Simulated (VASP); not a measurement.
KNbO3, 5 atoms in the cell. It takes space group P4mm (No. 99, tetragonal). Conventional cell: a = 4.013 Å, b = 4.013 Å, c = 4.110 Å, α = 90.00°, β = 90.00°, γ = 90.00°. K (site symmetry 4mm) has 12 O at 2.80 to 2.95 Å and 8 Nb at 3.47 to 3.54 Å within 3.7 Å. Within 2.5 Å of Nb (site symmetry 4mm) lie 6 O at 1.88 to 2.23 Å. Within 3.0 Å of O (site symmetry 2mm) lie 2 Nb at 2.01 Å and 4 K at 2.80 to 2.95 Å and 8 O at 2.84 to 2.88 Å. O (site symmetry 4mm) has 2 Nb at 1.88 to 2.23 Å within 2.5 Å. 

```yaml
Program: VASP 6.6.1
Task: single point
Functional: PBE
Potentials_or_basis: VASP PAW PBE potentials, release 64 (K_sv, Nb_sv, O)
Cutoff: 600 eV
k_mesh: 3 × 4 × 2, shifted
Occupations: gaussian, width 0.1 eV
Spin: no spin polarisation
Dipole_correction: no
Further_INCAR_settings: ALGO = Normal; EDIFF = 1e-06; NBANDS = 28; ISYM = 0
```

Potentials or basis: VASP PAW PBE potentials, release 64 (K_sv, Nb_sv, O).

Run with:

```sh
$ cat potpaw_PBE.64/K_sv/POTCAR potpaw_PBE.64/Nb_sv/POTCAR potpaw_PBE.64/O/POTCAR > POTCAR
$ mpirun -np 1 vasp_std > vasp.out
```

Hardware: 1 thread of Intel(R) Xeon(R) Platinum 8259CL CPU @ 2.50GHz (Skylake/Cascade Lake), with other jobs on the host.

Task: Estimate the wall time of this run.

Result: Wall time 41 s on 1 thread of Intel(R) Xeon(R) Platinum 8259CL CPU @ 2.50GHz (Skylake/Cascade Lake), on a shared host, peak memory 0.21 GiB. Counts: scf iterations 15, k points 24.
